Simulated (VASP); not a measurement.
Runs of VASP 6.6.1 on Mg. The structure is that of space group Im-3m (No. 229), or close to it. The cells are those of the table. 

```tsv
cell	gap on the mesh (eV)	pressure (GPa)
a = 3.017 Å, angles 109.1, 109.1, 110.2°, 1 atom	none	3.2
a = 3.046 Å, angles 109.1, 109.1, 110.2°, 1 atom	none	1.9
a = 3.074 Å, angles 109.1, 109.1, 110.2°, 1 atom	none	0.8
a = 3.047 Å, angles 110.8, 110.8, 106.9°, 1 atom	none	2.0
a = 3.018 Å, angles 110.8, 110.8, 106.9°, 1 atom	none	(a)
a = 3.076 Å, angles 110.8, 110.8, 106.9°, 1 atom	none	0.8
```

Alike in all rows: task single point; level PBE; potentials or basis VASP PAW PBE potentials, release 64 (Mg); no spin polarisation; k mesh 20 × 20 × 20; cutoff (eV) 520; smearing gaussian 0.15 eV.

**Question.** Fill in the values left out.

**Answer.** (a) 3.3.

A gap of «none» marks levels without a gap at the run's occupations.
